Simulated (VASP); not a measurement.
Wanted: the native input for a VASP 6.6.1 run.

* Task: relaxation of cell and atoms
* Functional: PBE
* Potentials or basis: VASP PAW PBE potentials, release 64 (Te, P)
* Cutoff: 600 eV
* k mesh: 10 × 10 × 12
* Occupations: gaussian, width 0.1 eV
* Spin: no spin polarisation
* Dipole correction: no
* Further INCAR settings: ALGO = Normal; EDIFF = 1e-07; IBRION = 2; EDIFFG = -0.01; NSW = 100; ISIF = 3

The structure of Te3P lies in POSCAR:

```
Te3P
1.0
    5.1041027697      0.0000000000      0.0000000000
    0.0000000000      5.1041027697      0.0000000000
    0.0000000000      0.0000000000      3.8709974657
Te P
3 1
Direct
    0.0000000000      0.5000000000      0.5000000000
    0.5000000000      0.0000000000      0.5000000000
    0.5000000000      0.5000000000      0.0000000000
    0.0000000000      0.0000000000      0.0000000000
```

These files were run (other wordings do the same):

INCAR

```
SYSTEM = Te3P
PREC = Accurate
ENCUT = 600
EDIFF = 1E-7
ISMEAR = 0
SIGMA = 0.1
LREAL = .False.
LASPH = .True.
NELM = 100
ALGO = Normal
ISIF = 3
LWAVE = .False.
LCHARG = .False.
GGA = PE
IBRION = 2
NSW = 100
EDIFFG = -0.01
```

KPOINTS

```
Automatic mesh
0
Gamma
  10 10 12
  0 0 0
```

Potentials or basis: VASP PAW PBE potentials, release 64 (Te, P).

Launch:

```sh
$ cat potpaw_PBE.64/Te/POTCAR potpaw_PBE.64/P/POTCAR > POTCAR
$ mpirun -np 1 vasp_std > vasp.out
```

Results of the run:

```yaml
Relaxed_volume: 25.12 Å³/atom
Relaxed_cell: a = 5.218 Å, b = 5.218 Å, c = 3.691 Å, α = 90.00°, β = 90.00°, γ = 90.00°
Space_group_after_relaxing_to_0.05_Å: P4/mmm (No. 123)
Energy_gained_by_relaxing: 7.5 meV/atom
Ionic_steps: 8
Pressure_after_relaxing: 0.0 GPa
```

It took 9.7 min on 1 thread of Intel(R) Xeon(R) 6975P-C (Granite Rapids) (shared host), peak memory 0.41 GiB.
